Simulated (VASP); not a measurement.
**NaCl: relaxation of the atoms with PBEsol**

The system is NaCl, a slab with vacuum.

```
Cl Na
1.0
     3.96018    0.00000    0.00000
    -1.98009    3.42962    0.00000
     0.00000    0.00000   25.08368
Cl Na
3 3
Cartesian
  0.0000 2.2864 8.5000
  0.0000 0.0000 11.7335
  1.9801 1.1432 14.9669
  1.9801 1.1432 10.1167
  0.0000 2.2864 13.3502
  0.0000 0.0000 16.5837
```

```json
{"Program": "VASP 6.6.1", "Task": "relaxation of the atoms", "Functional": "PBEsol", "Potentials or basis": "VASP PAW PBE potentials, release 64 (Cl, Na_pv)", "Cutoff": "450 eV", "k mesh": "9 × 9 × 1", "Occupations": "gaussian, width 0.05 eV", "Spin": "no spin polarisation", "Dipole correction": "yes", "Atoms held fixed (from 0)": "[0, 3, 1]", "Further INCAR settings": "ALGO = Normal; EDIFF = 1e-07; NELMDL = -8; IBRION = 2; EDIFFG = -0.03; NSW = 90"}
```

| Item | Value |
| --- | --- |
| Energy gained by relaxing | 24.6 meV/atom |
| Ionic steps | 14 |
| Band gap on the k mesh | zero (bands 21 and 22 overlap by 0.11 eV) |

The path:
```csv
step,energy change (eV),largest force on free atoms (eV/Å),pressure (GPa)
1,0.0000,0.6727,-0.30
2,-0.0415,0.5728,-0.28
3,-0.1222,0.2944,-0.17
4,-0.1046,0.4018,0.29
5,-0.1420,0.1013,0.00
6,-0.1421,0.0957,-0.01
7,-0.1437,0.0664,-0.02
8,-0.1450,0.0428,-0.02
9,-0.1453,0.0394,-0.01
10,-0.1460,0.0301,0.01
11,-0.1470,0.0308,0.04
12,-0.1467,0.0493,0.13
13,-0.1472,0.0379,0.08
14,-0.1476,0.0200,0.07
```

Final structure:
```cif
data_structure
_symmetry_space_group_name_H-M 'P 1'
_symmetry_Int_Tables_number 1
_cell_length_a 3.9602
_cell_length_b 3.9602
_cell_length_c 25.0837
_cell_angle_alpha 90.000
_cell_angle_beta 90.000
_cell_angle_gamma 120.000
_cell_volume 340.68
loop_
_atom_site_label
_atom_site_type_symbol
_atom_site_fract_x
_atom_site_fract_y
_atom_site_fract_z
_atom_site_occupancy
Cl1 Cl 0.33333 0.66667 0.33887 1
Cl2 Cl 0.00000 0.00000 0.46777 1
Cl3 Cl 0.66667 0.33333 0.60091 1
Na1 Na 0.66667 0.33333 0.40332 1
Na2 Na 0.33333 0.66667 0.52129 1
Na3 Na 0.00000 0.00000 0.65413 1
```

Levels at points of the mesh, in eV from the Fermi level:
```tsv
k point	band 18	band 19	band 20	band 21	band 22	band 23	band 24	band 25
(0.00, 0.00, 0.00)	-2.99	-0.74	-0.50	0.11	0.11	1.93	2.96	3.69
```

It took 21 min on 1 thread of Intel(R) Xeon(R) Platinum 8375C CPU @ 2.90GHz (Ice Lake), on a shared host, peak memory 0.4 GiB.

Caveat: the PAW data sets were made with another functional, which shifts forces and pressure a little.
